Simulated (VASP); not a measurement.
# BN (P6_3/mmc) in VASP: a series of runs

The runs below take BN through single point, with PBE.

All numbers are computed with VASP 6.6.1; they aren't measurements. Logs are shortened: lines on timing, memory, paths and dates and some standing lists are left out, and cuts for length are marked.

## (1) The cell of the first run

The structure is hexagonal, space group P6_3/mmc (No. 194). The conventional cell has a = 2.540 Å, b = 2.540 Å, c = 6.664 Å, α = 90.00°, β = 90.00°, γ = 120.00°. Within 2.0 Å of B (site symmetry -6m2) lie 3 N at 1.47 Å. Within 2.0 Å of N (site symmetry -6m2) lie 3 B at 1.47 Å.

## (2) Single point, PBE (z stretched by +1 %, then relaxed in part)

Contents of INCAR:

```
SYSTEM = BN
PREC = Accurate
ENCUT = 520
EDIFF = 1E-6
ISMEAR = -1
SIGMA = 0.02
LREAL = .False.
LASPH = .True.
NELM = 60
ALGO = Normal
ISIF = 2
LWAVE = .False.
LCHARG = .False.
GGA = PE
NBANDS = 16
```

Contents of KPOINTS:

```
regular mesh
0
Gamma
  13 13 5
  0 0 0
```

Contents of POSCAR:

```
BN
1.0
    2.5400000000      0.0000000000      0.0000000000
   -1.2700000000      2.1997045256      0.0000000000
    0.0000000000      0.0000000000      6.6639800000
B N
2 2
Direct
    0.3333333333      0.6666666667      0.2500000000
    0.6666666667      0.3333333333      0.7500000000
    0.3333333333      0.6666666667      0.7500000000
    0.6666666667      0.3333333333      0.2500000000
```

Potentials or basis: VASP PAW PBE potentials, release 64 (B, N).

Command:

```sh
cat potpaw_PBE.64/B/POTCAR potpaw_PBE.64/N/POTCAR > POTCAR
mpirun -np 1 vasp_std > vasp.out
```

OUTCAR:

```text
SYSTEM = BN
   PREC = Accurate
   ENCUT = 520
   EDIFF = 1E-6
   ISMEAR = -1
   LREAL = .False.
   LASPH = .True.
   NELM = 60
   ISIF = 2
   GGA = PE

 ion  position               nearest neighbor table
   1  0.333  0.667  0.250-   4 1.47   4 1.47   4 1.47
   2  0.667  0.333  0.750-   3 1.47   3 1.47   3 1.47
   3  0.333  0.667  0.750-   2 1.47   2 1.47   2 1.47
   4  0.667  0.333  0.250-   1 1.47   1 1.47   1 1.47

  LATTYP: Found a hexagonal cell.
 ALAT       =     2.5400000000
 C/A-ratio  =     2.6236141732

  Lattice vectors:

 A1 = (   2.5400000000,   0.0000000000,   0.0000000000)
 A2 = (  -1.2700000000,   2.1997045256,   0.0000000000)
 A3 = (   0.0000000000,   0.0000000000,   6.6639800000)

Analysis of symmetry for initial positions (statically):
=====================================================================
 Subroutine PRICEL returns:
 Original cell was already a primitive cell.

 Routine SETGRP: Setting up the symmetry group for a
 hexagonal supercell.

 Subroutine GETGRP returns: Found 24 space group operations
 (whereof 12 operations were pure point group operations)
 out of a pool of 24 trial point group operations.

The static configuration has the point symmetry D_3d.
 The point group associated with its full space group is D_6h.

Analysis of symmetry for dynamics (positions and initial velocities):
=====================================================================
 Subroutine PRICEL returns:
 Original cell was already a primitive cell.

 Routine SETGRP: Setting up the symmetry group for a
 hexagonal supercell.

 Subroutine GETGRP returns: Found 24 space group operations
 (whereof 12 operations were pure point group operations)
 out of a pool of 24 trial point group operations.

The dynamic configuration has the point symmetry D_3d.
 The point group associated with its full space group is D_6h.

 Subroutine INISYM returns: Found 24 space group operations
 (whereof 12 operations are pure point group operations),
 and found     1 'primitive' translations

----------------------------------------------------------------------------------------

                                     Primitive cell

  volume of cell :      37.2333

  direct lattice vectors                    reciprocal lattice vectors
     2.540000000  0.000000000  0.000000000     0.393700787  0.227303256  0.000000000
    -1.270000000  2.199704526  0.000000000     0.000000000  0.454606511  0.000000000
     0.000000000  0.000000000  6.663980000     0.000000000  0.000000000  0.150060474

  length of vectors
     2.540000000  2.540000000  6.663980000     0.454606511  0.454606511  0.150060474

  position of ions in fractional coordinates (direct lattice)
     0.333333333  0.666666667  0.250000000
     0.666666667  0.333333333  0.750000000
     0.333333333  0.666666667  0.750000000
     0.666666667  0.333333333  0.250000000

  ion indices of the primitive-cell ions
   primitive index   ion index
                 1           1
                 2           2
                 3           3
                 4           4

----------------------------------------------------------------------------------------

 KPOINTS: regular mesh

Automatic generation of k-mesh.
 Grid dimensions read from file:
 generate k-points for:   13   13    5

 Generating k-lattice:

  Cartesian coordinates                     Fractional coordinates (reciprocal lattice)
     0.030284676  0.017484866  0.000000000     0.076923077  0.000000000  0.000000000
     0.000000000  0.034969732  0.000000000     0.000000000  0.076923077  0.000000000
     0.000000000  0.000000000  0.030012095     0.000000000  0.000000000  0.200000000

  Length of vectors
     0.034969732  0.034969732  0.030012095

  Shift w.r.t. Gamma in fractional coordinates (k-lattice)
     0.000000000  0.000000000  0.000000000

 Subroutine IBZKPT returns following result:
 ===========================================

 Found     63 irreducible k-points:

 Following reciprocal coordinates:
            Coordinates               Weight
  0.000000  0.000000  0.000000      1.000000
  0.076923  0.000000  0.000000      6.000000
  0.153846 -0.000000  0.000000      6.000000
  0.230769  0.000000  0.000000      6.000000
  0.307692 -0.000000  0.000000      6.000000
  0.384615 -0.000000  0.000000      6.000000
[... 16 lines left out ...]
  0.076923  0.000000  0.200000     12.000000
  0.153846 -0.000000  0.200000     12.000000
 [... further k-points ...]
   k-points           NKPTS =     63   k-points in BZ     NKDIM =     63   number of bands    NBANDS=     16
   number of dos      NEDOS =    301   number of ions     NIONS =      4
   total plane-waves  NPLWV =  20000
   dimension x,y,z NGX =    20 NGY =   20 NGZ =   50
   dimension x,y,z NGXF=    40 NGYF=   40 NGZF=  100
   ions per type =               2   2
   NGX,Y,Z   is equivalent  to a cutoff of  13.09, 13.09, 12.47 a.u.
   NGXF,Y,Z  is equivalent  to a cutoff of  26.18, 26.18, 24.95 a.u.
 SYSTEM =  BN
   PREC   = accura    normal or accurate (medium, high low for compatibility)
   ISTART =      0    job   : 0-new  1-cont  2-samecut
   ICHARG =      2    charge: 1-file 2-atom 10-const
   ISPIN  =      1    spin polarized calculation?
   LNONCOLLINEAR =      F non collinear calculations
   LSORBIT =      F    spin-orbit coupling
   LASPH  =      T    aspherical Exc in radial PAW
   ENCUT  =  520.0 eV  38.22 Ry    6.18 a.u.   4.72  4.72 12.39*2*pi/ulx,y,z
   NELM   =     60;   NELMIN=  2; NELMDL= -5     # of ELM steps
   EDIFF  = 0.1E-05   stopping-criterion for ELM
   LREAL  =      F    real-space projection
   EDIFFG = 0.1E-04   stopping-criterion for IOM
   NSW    =      0    number of steps for IOM
   IBRION =     -1    ionic relax: 0-MD 1-quasi-New 2-CG
   NFREE  =      0    steps in history (QN), initial steepest desc. (CG)
   ISIF   =      2    stress and relaxation
   ISYM   =      2    0-nonsym 1-usesym 2-fastsym
   POTIM  = 0.5000    time-step for ionic-motion
   TEBEG  =    0.0;   TEEND  =   0.0 temperature during run
   PSTRESS=    0.0 pullay stress
   NELECT =      16.0000    total number of electrons
   NUPDOWN=      -1.0000    fix difference up-down
   EMIN   =  10.00;   EMAX   =-10.00  energy-range for DOS
   EFERMI =   0.00;   METHOD = LEGACY
   ISMEAR =    -1;   SIGMA  =   0.02  broadening in eV -4-tet -1-fermi 0-gaus
   EFERMI_NEDOS =   21; number of points for ismear=-14 and -15
   IALGO  =     38    algorithm
   IMIX   =      4    mixing-type and parameters
     AMIX     =   0.40;   BMIX     =  1.00
     AMIX_MAG =   1.60;   BMIX_MAG =  1.00
  volume/ion in A,a.u.               =       9.31        62.82
  Fermi-wavevector in a.u.,A,eV,Ry     =   1.235390  2.334549 20.765070  1.526190
  Thomas-Fermi vector in A             =   2.370042
   LORBIT       =      0    0 simple, 1 ext, 2 COOP (PROOUT), +10 PAW based schemes
   GGA     = PE    functional components
   LHFCALC =     F    Hartree Fock is set to
   AEXX    =    0.0000 exact exchange contribution
   IVDW    =     0    specifies the selected vdW correction
   LEPSILON=     F    determine dielectric tensor
   LRPA    =     F    only Hartree local field effects (RPA)
 non-spin polarized calculation
  energy-cutoff  :      520.00
  volume of cell :       37.23
 maximum number of plane-waves:      1021
 NGX is ok and might be reduce to    20
   NGX =  9   NGY =  9   NGZ = 25

 number of electron      16.0000000 magnetization

 Free energy of the ion-electron system (eV)
  ---------------------------------------------------
  ext. energy  EPLUGINS =         0.00000000
  ---------------------------------------------------
  free energy    TOTEN  =       -35.13135776 eV

  energy without entropy =      -35.13135776  energy(sigma->0) =      -35.13135776

 E-fermi :   2.5387     XC(G=0):  -9.9592

 val. band max:        2.1094882459   @ k =   0.3077   0.3077   0.0000
 cond. band min:       6.3285100824   @ k =   0.4615   0.0769   0.0000
 fundamental gap:      4.2190218365
 Fermi energy:         2.5387483988

 k-point     1 :       0.0000    0.0000    0.0000
  band No.  band energies     occupation
      1     -15.4798      2.00000
      2     -15.1894      2.00000
      3      -3.9271      2.00000
      4      -1.8093      2.00000
      5       0.6859      2.00000
      6       0.6859      2.00000
[... 8 lines left out ...]
     15      13.5647      0.00000
     16      14.5893      0.00000

 k-point     2 :       0.0769    0.0000    0.0000
  band No.  band energies     occupation
      1     -15.3675      2.00000
      2     -15.0808      2.00000
      3      -3.7734      2.00000
      4      -1.6721      2.00000
      5       0.2151      2.00000
      6       0.2492      2.00000
[... 8 lines left out ...]
     15      14.0488      0.00000
     16      14.1792      0.00000

 k-point     3 :       0.1538   -0.0000    0.0000
  band No.  band energies     occupation
      1     -15.0358      2.00000
      2     -14.7609      2.00000
      3      -3.3171      2.00000
      4      -1.2677      2.00000
      5      -1.0011      2.00000
      6      -0.9624      2.00000
[... 8 lines left out ...]
     15      15.0848      0.00000
     16      15.2018      0.00000

 k-point     4 :       0.2308    0.0000    0.0000
  band No.  band energies     occupation
      1     -14.5033      2.00000
      2     -14.2489      2.00000
      3      -2.5874      2.00000
      4      -2.5753      2.00000
      5      -2.5306      2.00000
      6      -0.7157      2.00000
[... 8 lines left out ...]
     15      17.0122      0.00000
     16      17.1250      0.00000
[... 324 lines left out ...]
 k-point    22 :       0.0000    0.0000    0.2000
  band No.  band energies     occupation
      1     -15.4537      2.00000
      2     -15.2188      2.00000
      3      -3.7606      2.00000
      4      -2.0646      2.00000
      5       0.6895      2.00000
      6       0.6895      2.00000
[... 8 lines left out ...]
     15      13.7990      0.00000
     16      14.5251      0.00000

 k-point    23 :       0.0769    0.0000    0.2000
  band No.  band energies     occupation
      1     -15.3417      2.00000
      2     -15.1098      2.00000
      3      -3.6082      2.00000
      4      -1.9259      2.00000
      5       0.2193      2.00000
      6       0.2482      2.00000
[... 8 lines left out ...]
     15      14.0912      0.00000
     16      14.1819      0.00000

 k-point    24 :       0.1538   -0.0000    0.2000
  band No.  band energies     occupation
      1     -15.0109      2.00000
      2     -14.7886      2.00000
      3      -3.1569      2.00000
      4      -1.5266      2.00000
      5      -0.9933      2.00000
      6      -0.9501      2.00000
[... 8 lines left out ...]
     15      15.0956      0.00000
     16      15.1903      0.00000

 [... further k-points ...]
[... 5 lines left out ...]
  --------------------------------------------------------------------------------------
  -------------------------------------------------------------------------------------
  Total       -2.5317386     -2.5317386      0.6039780      0.0000000      0.0000000      0.0000000
  in kB     -108.9425895   -108.9425895     25.9896231      0.0000000      0.0000000      0.0000000
  external PRESSURE =     -63.9651853 kB  Pullay stress =       0.0000000 kB

 VOLUME and BASIS-vectors are now :
 -----------------------------------------------------------------------------
  energy-cutoff  :      520.00
  volume of cell :       37.23
      direct lattice vectors                 reciprocal lattice vectors
     2.540000000  0.000000000  0.000000000     0.393700787  0.227303256  0.000000000
    -1.270000000  2.199704526  0.000000000     0.000000000  0.454606511  0.000000000
     0.000000000  0.000000000  6.663980000     0.000000000  0.000000000  0.150060474

 POSITION                                       TOTAL-FORCE (eV/Angst)
 -----------------------------------------------------------------------------------
     -0.00000      1.46647      1.66599        -0.000000     -0.000000      0.000000
      1.27000      0.73323      4.99798        -0.000000      0.000000      0.000000
     -0.00000      1.46647      4.99798         0.000000      0.000000      0.000000
      1.27000      0.73323      1.66599         0.000000      0.000000      0.000000
 -----------------------------------------------------------------------------------
    total drift:                               -0.000000      0.000000      0.000000

  FREE ENERGIE OF THE ION-ELECTRON SYSTEM (eV)
  ---------------------------------------------------
  free  energy   TOTEN  =       -35.1313577618 eV

  energy  without entropy=      -35.1313577618  energy(sigma->0) =      -35.13135776
```

Run time: 43 s. Hardware: 1 thread of Intel Xeon Platinum 8375C at 2.90GHz (Ice Lake), shared host; peak memory 0.16 GiB.

Results:

```
Free energy            : -35.1314 eV
Pressure               : -6.4 GPa
Band gap on the k mesh : 4.22 eV, indirect (least direct gap 4.56 eV)
```

Caveat: the cell differs from its parent crystal (z stretched by +1 %, then relaxed in part); this functional lacks dispersion, which binds the layers, so the pressure and a relaxed spacing across them are unreliable. A k mesh can miss the band edges.

## (3) Single point, PBE (z stretched by +2 %, then relaxed in part)

Contents of INCAR:

```
SYSTEM = BN
ALGO = Normal ; EDIFF = 1E-6
ENCUT = 520 ; GGA = PE
ISIF = 2 ; ISMEAR = -1
LASPH = .TRUE. ; LCHARG = .FALSE.
LREAL = .FALSE. ; LWAVE = .FALSE.
NBANDS = 16 ; NELM = 100
PREC = Accurate ; SIGMA = 0.02
```

Contents of KPOINTS:

```
k-points
0
G
  13 13 5
  0 0 0
```

POSCAR, as its differences from that of step 2:

```diff
@@ -4,3 +4,3 @@
    -1.2700000000      2.1997045256      0.0000000000
-    0.0000000000      0.0000000000      6.6639800000
+    0.0000000000      0.0000000000      6.7299600000
 B N
```

Potentials or basis: VASP PAW PBE potentials, release 64 (B, N).

Command:

```sh
cat potpaw_PBE.64/B/POTCAR potpaw_PBE.64/N/POTCAR > POTCAR
mpirun -np 1 vasp_std > vasp.out
```

OUTCAR:

```text
SYSTEM = BN
   EDIFF = 1E-6
   ENCUT = 520
   GGA = PE
   ISIF = 2
   ISMEAR = -1
   LASPH = .TRUE.
   LREAL = .FALSE.
   NELM = 100
   PREC = Accurate

 ion  position               nearest neighbor table
   1  0.333  0.667  0.250-   4 1.47   4 1.47   4 1.47
   2  0.667  0.333  0.750-   3 1.47   3 1.47   3 1.47
   3  0.333  0.667  0.750-   2 1.47   2 1.47   2 1.47
   4  0.667  0.333  0.250-   1 1.47   1 1.47   1 1.47

  LATTYP: Found a hexagonal cell.
 ALAT       =     2.5400000000
 C/A-ratio  =     2.6495905512

  Lattice vectors:

 A1 = (   2.5400000000,   0.0000000000,   0.0000000000)
 A2 = (  -1.2700000000,   2.1997045256,   0.0000000000)
 A3 = (   0.0000000000,   0.0000000000,   6.7299600000)

Analysis of symmetry for initial positions (statically):
=====================================================================
 Subroutine PRICEL returns:
 Original cell was already a primitive cell.

 Routine SETGRP: Setting up the symmetry group for a
 hexagonal supercell.

 Subroutine GETGRP returns: Found 24 space group operations
[... 166 lines left out ...]
  ---------------------------------------------------
  free energy    TOTEN  =       -35.13730799 eV

  energy without entropy =      -35.13730799  energy(sigma->0) =      -35.13730799

 E-fermi :   2.5005     XC(G=0):  -9.8948

 val. band max:        2.0296976850   @ k =   0.3077   0.3077   0.0000
 cond. band min:       6.2634895242   @ k =   0.4615   0.0769   0.0000
 fundamental gap:      4.2337918392
 Fermi energy:         2.5005129383

 k-point     1 :       0.0000    0.0000    0.0000
  band No.  band energies     occupation
      1     -15.5472      2.00000
      2     -15.2778      2.00000
      3      -3.9623      2.00000
      4      -1.9432      2.00000
      5       0.6089      2.00000
      6       0.6089      2.00000
[... 433 lines left out ...]
      3      -3.1996      2.00000
      4      -1.6436      2.00000
      5      -1.0702      2.00000
      6      -1.0329      2.00000
[... 8 lines left out ...]
     15      15.0213      0.00000
     16      15.1090      0.00000

 [... further k-points ...]
[... 5 lines left out ...]
  --------------------------------------------------------------------------------------
  -------------------------------------------------------------------------------------
  Total       -2.5349389     -2.5349389      0.5410014      0.0000000      0.0000000     -0.0000000
  in kB     -108.0108852   -108.0108852     23.0514605      0.0000000      0.0000000     -0.0000000
  external PRESSURE =     -64.3234366 kB  Pullay stress =       0.0000000 kB

 VOLUME and BASIS-vectors are now :
 -----------------------------------------------------------------------------
  energy-cutoff  :      520.00
  volume of cell :       37.60
      direct lattice vectors                 reciprocal lattice vectors
     2.540000000  0.000000000  0.000000000     0.393700787  0.227303256  0.000000000
    -1.270000000  2.199704526  0.000000000     0.000000000  0.454606511  0.000000000
     0.000000000  0.000000000  6.729960000     0.000000000  0.000000000  0.148589293

 POSITION                                       TOTAL-FORCE (eV/Angst)
 -----------------------------------------------------------------------------------
     -0.00000      1.46647      1.68249        -0.000000      0.000000      0.000000
      1.27000      0.73323      5.04747         0.000000     -0.000000      0.000000
     -0.00000      1.46647      5.04747         0.000000     -0.000000      0.000000
      1.27000      0.73323      1.68249        -0.000000      0.000000      0.000000
 -----------------------------------------------------------------------------------
    total drift:                               -0.000000      0.000000      0.000000

  FREE ENERGIE OF THE ION-ELECTRON SYSTEM (eV)
  ---------------------------------------------------
  free  energy   TOTEN  =       -35.1373079926 eV

  energy  without entropy=      -35.1373079926  energy(sigma->0) =      -35.13730799
```

stdout:

```text
POSCAR found type information on POSCAR B N
 POSCAR found :  2 types and       4 ions
 scaLAPACK will be used
 LDA part: xc-table for (Slater+PW92), standard interpolation
 POSCAR, INCAR and KPOINTS ok, starting setup
 FFT: planning ... GRIDC
 FFT: planning ... GRID_SOFT
 FFT: planning ... GRID
 WAVECAR not read
 entering main loop
```

It took 39 s on 1 thread of Intel Xeon Platinum 8375C at 2.90GHz (Ice Lake), shared host; peak memory 0.16 GiB.

What came out:

```
Free energy            : -35.1373 eV
Pressure               : -6.4 GPa
Band gap on the k mesh : 4.23 eV, indirect (least direct gap 4.57 eV)
```

Stress tensor (GPa, compression positive):
```
-10.80   0.00   0.00
  0.00 -10.80   0.00
  0.00   0.00   2.31
```

Caveat: the cell differs from its parent crystal (z stretched by +2 %, then relaxed in part); this functional lacks dispersion, which binds the layers, so the pressure and a relaxed spacing across them are unreliable. A k mesh can miss the band edges.
